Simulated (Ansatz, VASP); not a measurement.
# PtSe2: VASP beside Ansatz

Contents of POSCAR:

```
PtSe2
1.0
    3.7240000000      0.0000000000      0.0000000000
   -1.8620000000      3.2250786037      0.0000000000
    0.0000000000      0.0000000000      5.0620000000
Pt Se
1 2
Direct
    0.0000000000      0.0000000000      0.0000000000
    0.6666666667      0.3333333333      0.7500000000
    0.3333333333      0.6666666667      0.2500000000
```

Contents of INCAR.step1:

```
ALGO     = Normal         # electronic algorithm
EDIFF    = 1E-5           # SCF threshold, eV
ENCUT    = 520            # plane-wave cutoff, eV
GGA      = PE             # functional
ISIF     = 2              # what is computed and relaxed
ISMEAR   = -1             # smearing method
LASPH    = True           # aspherical terms in the spheres
LREAL    = False          # projectors in reciprocal space
LWAVE    = True           # write WAVECAR
NBANDS   = 18             # bands
NELM     = 60             # most SCF steps
PREC     = Accurate       # precision mode
SIGMA    = 0.05           # smearing width, eV
```

Contents of INCAR.step2:

```
AEXX     = 0.25           # exact-exchange fraction
ALGO     = Normal         # electronic algorithm
EDIFF    = 1E-6           # SCF threshold, eV
ENCUT    = 520            # plane-wave cutoff, eV
GGA      = PE             # functional
HFSCREEN = 0.2            # screening, 1/A
ISIF     = 2              # what is computed and relaxed
ISMEAR   = -1             # smearing method
ISTART   = 1            
LASPH    = True           # aspherical terms in the spheres
LCHARG   = True           # write CHGCAR
LELF     = True           # ELF
LHFCALC  = True           # exact exchange
LREAL    = False          # projectors in reciprocal space
LVHAR    = True         
LWAVE    = False          # write WAVECAR
NBANDS   = 18             # bands
NELM     = 60             # most SCF steps
PREC     = Accurate       # precision mode
PRECFOCK = Normal       
SIGMA    = 0.05           # smearing width, eV
```

KPOINTS

```
k-points
0
Gamma
  4 4 3
```

input.yaml

```yaml
crystal:
  lattice:
    - [3.724, 0.0, 0.0]
    - [-1.862, 3.2250786037, 0.0]
    - [0.0, 0.0, 5.062]
  atoms:
    - { symbol: Pt, position: [0.0, 0.0, 0.0] }
    - { symbol: Se, position: [0.6666666667, 0.3333333333, 0.75] }
    - { symbol: Se, position: [0.3333333333, 0.6666666667, 0.25] }
hamiltonian:
  xc: { exchange: pbe, correlation: pbe, exx: { coeff: 0.25, omega: 0.2 } }
  pseudopotentials: { kind: paw }
kpoints:
  mp_grid: { grid: [4, 4, 3] }
scf:
  occupations: { method: fermi_dirac, width: 0.05 }
output:
  forces: true
  stress: true
  eigenvalues: true
```

Alike in both runs: task single point; functional PBE-based screened hybrid with a share of 0.25 of exact exchange and HFSCREEN = 0.2; k mesh 4 × 4 × 3; occupations fermi-dirac, width 0.05 eV; no spin polarisation.

```csv
,VASP,Ansatz
version,VASP 6.6.1,Ansatz 0.2.0
potentials or method,"VASP PAW PBE potentials, release 64 (Pt, Se)",Ansatz PAW
plane-wave cutoff (eV),520,420
valence electrons in the cell,22,50
```

Ansatz gave:

* gap on the k mesh at the Fermi level (eV): none
* pressure (GPa): 2.5
* traceless stress, the component that is largest in VASP (GPa): -0.60
* rms of the force components (eV/Å): 0.030

Problem. Estimate VASP's values.

Solution. gap on the k mesh at the Fermi level (eV): none; pressure (GPa): 2.2; traceless stress, the component that is largest in VASP (GPa): -0.53; rms of the force components (eV/Å): 0.026.

VASP's potentials were made for PBE, not for PBE-based screened hybrid. Atom by atom the forces differ by 0.004 eV/Å (rms over components). A gap of «none» marks a metal or a gap that the smearing closes. VASP's potentials hold 22 valence electrons a cell and Ansatz's 50, so a difference there can come from the potentials and not from the codes.

The k mesh is coarse, so the values compare programs but aren't converged. Spin-orbit coupling is off throughout.
